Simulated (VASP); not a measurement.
# SrTiO3 (Pm-3m) in VASP: single point with LDA

Aim: the single point of SrTiO3 with LDA.

Everything below comes from runs of VASP 6.6.1. Logs are shortened: lines on timing, memory, paths and dates and some standing lists are left out, and cuts for length are marked.

## Step 1: The cell of the first run

Symmetry: Pm-3m, No. 221, cubic system. The conventional cell has a = 3.855 Å, b = 3.855 Å, c = 3.855 Å, α = 90.00°, β = 90.00°, γ = 90.00°. Within 3.6 Å of Sr (site symmetry m-3m) lie 12 O at 2.73 Å and 8 Ti at 3.34 Å. Within 2.6 Å of Ti (site symmetry m-3m) lie 6 O at 1.93 Å. Within 2.6 Å of O (site symmetry 4/mmm) lie 2 Ti at 1.93 Å.

## Step 2: Single point, LDA

Contents of INCAR:

```
PREC = Accurate
ENCUT = 1340
EDIFF = 1E-6
ISMEAR = 0
SIGMA = 0.02
LREAL = F
LASPH = T
NELM = 120
ALGO = Normal
ISIF = 2
LWAVE = F
LCHARG = F
NBANDS = 28
GGA_COMPAT = F
```

Contents of KPOINTS:

```
Automatic mesh
0
Gamma
  10 10 10
```

Contents of POSCAR:

```
SrTiO3
1.0
    3.8547583473      0.0000000000      0.0000000000
    0.0000000000      3.8547583473      0.0000000000
    0.0000000000      0.0000000000      3.8547583473
Sr Ti O
1 1 3
Direct
    0.0000000000      0.0000000000      0.0000000000
    0.5000000000      0.5000000000      0.5000000000
    0.5000000000      0.0000000000      0.5000000000
    0.5000000000      0.5000000000      0.0000000000
    0.0000000000      0.5000000000      0.5000000000
```

Potentials or basis: VASP PAW LDA potentials, release 64 (Sr_sv, Ti_sv, O_h).

Launch:

```
cat potpaw_LDA.64/Sr_sv/POTCAR potpaw_LDA.64/Ti_sv/POTCAR potpaw_LDA.64/O_h/POTCAR > POTCAR
mpirun -np 1 vasp_std > vasp.out
```

OUTCAR:

```text
PREC = Accurate
   ENCUT = 1340
   EDIFF = 1E-6
   ISMEAR = 0
   LREAL = F
   LASPH = T
   NELM = 120
   ISIF = 2

 ion  position               nearest neighbor table
   1  0.000  0.000  0.000-   3 2.73   4 2.73   5 2.73   3 2.73   5 2.73   4 2.73   5 2.73   5 2.73
                             3 2.73   4 2.73   3 2.73   4 2.73   2 3.34   2 3.34   2 3.34   2 3.34
   2  0.500  0.500  0.500-   3 1.93   4 1.93   5 1.93   4 1.93   3 1.93   5 1.93   1 3.34   1 3.34
                             1 3.34   1 3.34   1 3.34   1 3.34   1 3.34   1 3.34
   3  0.500  0.000  0.500-   2 1.93   2 1.93   1 2.73   1 2.73   1 2.73   1 2.73
   4  0.500  0.500  0.000-   2 1.93   2 1.93   1 2.73   1 2.73   1 2.73   1 2.73
   5  0.000  0.500  0.500-   2 1.93   2 1.93   1 2.73   1 2.73   1 2.73   1 2.73

  LATTYP: Found a simple cubic cell.
 ALAT       =     3.8547583473

  Lattice vectors:

 A1 = (   3.8547583473,   0.0000000000,   0.0000000000)
 A2 = (   0.0000000000,   3.8547583473,   0.0000000000)
 A3 = (   0.0000000000,   0.0000000000,   3.8547583473)

Analysis of symmetry for initial positions (statically):
=====================================================================
 Subroutine PRICEL returns:
 Original cell was already a primitive cell.

 Routine SETGRP: Setting up the symmetry group for a
 simple cubic supercell.

 Subroutine GETGRP returns: Found 48 space group operations
 (whereof 48 operations were pure point group operations)
 out of a pool of 48 trial point group operations.

The static configuration has the point symmetry O_h .

Analysis of symmetry for dynamics (positions and initial velocities):
=====================================================================
 Subroutine PRICEL returns:
 Original cell was already a primitive cell.

 Routine SETGRP: Setting up the symmetry group for a
 simple cubic supercell.

 Subroutine GETGRP returns: Found 48 space group operations
 (whereof 48 operations were pure point group operations)
 out of a pool of 48 trial point group operations.

The dynamic configuration has the point symmetry O_h .

 Subroutine INISYM returns: Found 48 space group operations
 (whereof 48 operations are pure point group operations),
 and found     1 'primitive' translations

[... 98 lines left out ...]
   ENCUT  = 1340.0 eV  98.49 Ry    9.92 a.u.  11.51 11.51 11.51*2*pi/ulx,y,z
   NELM   =    120;   NELMIN=  2; NELMDL= -5     # of ELM steps
   EDIFF  = 0.1E-05   stopping-criterion for ELM
   LREAL  =      F    real-space projection
   EDIFFG = 0.1E-04   stopping-criterion for IOM
   NSW    =      0    number of steps for IOM
   IBRION =     -1    ionic relax: 0-MD 1-quasi-New 2-CG
   NFREE  =      0    steps in history (QN), initial steepest desc. (CG)
   ISIF   =      2    stress and relaxation
   ISYM   =      2    0-nonsym 1-usesym 2-fastsym
   POTIM  = 0.5000    time-step for ionic-motion
   TEBEG  =    0.0;   TEEND  =   0.0 temperature during run
   PSTRESS=    0.0 pullay stress
   NELECT =      40.0000    total number of electrons
   NUPDOWN=      -1.0000    fix difference up-down
   EMIN   =  10.00;   EMAX   =-10.00  energy-range for DOS
   EFERMI =   0.00;   METHOD = LEGACY
   ISMEAR =     0;   SIGMA  =   0.02  broadening in eV -4-tet -1-fermi 0-gaus
   EFERMI_NEDOS =   21; number of points for ismear=-14 and -15
   IALGO  =     38    algorithm
   IMIX   =      4    mixing-type and parameters
     AMIX     =   0.40;   BMIX     =  1.00
     AMIX_MAG =   1.60;   BMIX_MAG =  1.00
  volume/ion in A,a.u.               =      11.46        77.31
  Fermi-wavevector in a.u.,A,eV,Ry     =   1.452438  2.744710 28.702535  2.109577
  Thomas-Fermi vector in A             =   2.569820
   LORBIT       =      0    0 simple, 1 ext, 2 COOP (PROOUT), +10 PAW based schemes
   GGA     = CA    functional components
   LHFCALC =     F    Hartree Fock is set to
   AEXX    =    0.0000 exact exchange contribution
   IVDW    =     0    specifies the selected vdW correction
   LEPSILON=     F    determine dielectric tensor
   LRPA    =     F    only Hartree local field effects (RPA)
 non-spin polarized calculation
 Gauss-broadening in eV      SIGMA  =   0.02
  energy-cutoff  :     1340.00
  volume of cell :       57.28
 maximum number of plane-waves:      6432
 NGX is ok and might be reduce to    48
   NGX = 23   NGY = 23   NGZ = 23

 number of electron      40.0000004 magnetization

 Free energy of the ion-electron system (eV)
  ---------------------------------------------------
  ext. energy  EPLUGINS =         0.00000000
  ---------------------------------------------------
  free energy    TOTEN  =       -44.20561556 eV

  energy without entropy =      -44.20561556  energy(sigma->0) =      -44.20561556

 E-fermi :   4.7656     XC(G=0): -12.0042

 val. band max:        4.6093897187   @ k =   0.5000   0.5000   0.5000
 cond. band min:       6.4304170973   @ k =   0.0000   0.0000   0.0000
 fundamental gap:      1.8210273786
 Fermi energy:         4.7655867535

 k-point     1 :       0.0000    0.0000    0.0000
  band No.  band energies     occupation
      1     -50.9564      2.00000
      2     -27.7681      2.00000
      3     -27.6363      2.00000
      4     -27.6363      2.00000
      5     -27.6363      2.00000
      6     -12.6586      2.00000
[... 733 lines left out ...]
     27      11.5414      0.00000
     28      12.7276      0.00000

 [... further k-points ...]

------------------------ aborting loop because EDIFF is reached ----------------------------------------

  FORCE on cell =-STRESS in cart. coord.  units (eV):
  Direction    XX          YY          ZZ          XY          YZ          ZX
  --------------------------------------------------------------------------------------
  -------------------------------------------------------------------------------------
  Total        0.2893614      0.2893614      0.2893614     -0.0000000      0.0000000     -0.0000000
  in kB        8.0939352      8.0939352      8.0939352     -0.0000000      0.0000000     -0.0000000
  external PRESSURE =       8.0939352 kB  Pullay stress =       0.0000000 kB

 VOLUME and BASIS-vectors are now :
 -----------------------------------------------------------------------------
  energy-cutoff  :     1340.00
  volume of cell :       57.28
      direct lattice vectors                 reciprocal lattice vectors
     3.854758347  0.000000000  0.000000000     0.259419634  0.000000000  0.000000000
     0.000000000  3.854758347  0.000000000     0.000000000  0.259419634  0.000000000
     0.000000000  0.000000000  3.854758347     0.000000000  0.000000000  0.259419634

 POSITION                                       TOTAL-FORCE (eV/Angst)
 -----------------------------------------------------------------------------------
      0.00000      0.00000      0.00000         0.000000      0.000000      0.000000
      1.92738      1.92738      1.92738         0.000000      0.000000      0.000000
      1.92738      0.00000      1.92738         0.000000      0.000000      0.000000
      1.92738      1.92738      0.00000         0.000000      0.000000      0.000000
      0.00000      1.92738      1.92738         0.000000      0.000000      0.000000
 -----------------------------------------------------------------------------------
    total drift:                                0.000000     -0.000000     -0.000000

  FREE ENERGIE OF THE ION-ELECTRON SYSTEM (eV)
  ---------------------------------------------------
  free  energy   TOTEN  =       -44.2056155577 eV

  energy  without entropy=      -44.2056155577  energy(sigma->0) =      -44.20561556
```

stdout:

```text
POSCAR found type information on POSCAR SrTiO
 POSCAR found :  3 types and       5 ions
 scaLAPACK will be used
 LDA part: xc-table for (Slater(with rela. corr.)+CA(PZ))
 , standard interpolation
 POSCAR, INCAR and KPOINTS ok, starting setup
 FFT: planning ... GRIDC
 FFT: planning ... GRID_SOFT
 FFT: planning ... GRID
 WAVECAR not read
 entering main loop
```

It took 6.9 min on 1 thread of Intel Xeon Platinum 8175M at 2.50GHz (Skylake/Cascade Lake), shared host; peak memory 0.52 GiB.

What came out:

```yaml
Free_energy: -44.2056 eV
Pressure: 0.8 GPa
Band_gap_on_the_k_mesh: 1.82 eV (least direct gap 2.15 eV)
```
